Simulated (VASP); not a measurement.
BIr:

```
CELL_PARAMETERS angstrom
3.04211 0.00000 0.00000
-1.52105 2.63454 0.00000
0.00000 0.00000 2.70297
ATOMIC_POSITIONS crystal
B 0.33333 0.66667 0.50000
Ir 0.00000 0.00000 0.00000
```

```yaml
Program: VASP 6.6.1
Task: relaxation of cell and atoms
Functional: PBEsol
Potentials_or_basis: VASP PAW PBE potentials, release 64 (B, Ir)
Cutoff: 600 eV
k_mesh: 15 × 15 × 16
Occupations: gaussian, width 0.1 eV
Spin: no spin polarisation
```

At the start: pressure -4.3 GPa; volume 10.83 Å³/atom.

Q: Where does the relaxation end?

A: Over 6 steps the energy falls by 2.1 meV/atom and the volume is 10.68 Å³/atom (-1.4 %); space group P-6m2 (No. 187, to 0.05 Å).

The path:
| step | energy change (eV) | largest force (eV/Å) | pressure (GPa) | volume (Å³) |
| --- | --- | --- | --- | --- |
| 1 | 0.0000 | 0.0000 | -4.27 | 21.66 |
| 2 | 0.0147 | 0.0000 | 10.30 | 20.77 |
| 3 | -0.0039 | 0.0000 | 0.04 | 21.38 |
| 4 | -0.0039 | 0.0000 | 0.12 | 21.37 |
| 5 | -0.0041 | 0.0000 | 0.04 | 21.35 |
| 6 | -0.0042 | 0.0000 | 0.06 | 21.36 |

Final structure:
```
B Ir
1.0
     3.02353    0.00000    0.00000
    -1.51176    2.61845    0.00000
     0.00000    0.00000    2.69802
B Ir
1 1
Direct
  0.33333 0.66667 0.50000
  0.00000 0.00000 0.00000
```

Caveat: the PAW data sets were made with another functional, which shifts forces and pressure a little.
